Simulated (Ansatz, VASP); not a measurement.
Two plane-wave programs on Al

```xyz
1
Lattice="0.0000 2.2827 1.6762 2.2827 0.0000 1.6762 2.2827 2.2827 0.0000" Properties=species:S:1:pos:R:3 pbc="T T T"
Al    0.0000    0.0000    0.0000
```

Alike in both runs: task single point; functional PBE; dispersion D3(BJ); k mesh 22 × 22 × 22; occupations gaussian, width 0.15 eV; no spin polarisation.

```csv
,VASP,Ansatz
version,VASP 6.6.1,Ansatz 0.2.0
potentials or method,"VASP PAW PBE potentials, release 64 (Al), cutoff 520 eV","scalar-relativistic, plane waves, PAW"
valence electrons in the cell,3,3
```

|  | VASP | Ansatz | Ansatz less VASP |
| --- | --- | --- | --- |
| gap on the k mesh at the Fermi level (eV) | none | none | - |
| pressure (GPa) | -5.1 | -5.1 | 0.00 |
| traceless stress, the component that is largest in VASP (GPa) | 0.68 | 0.68 | -0.003 |

A gap of «none» marks a metal or a gap that the smearing closes.
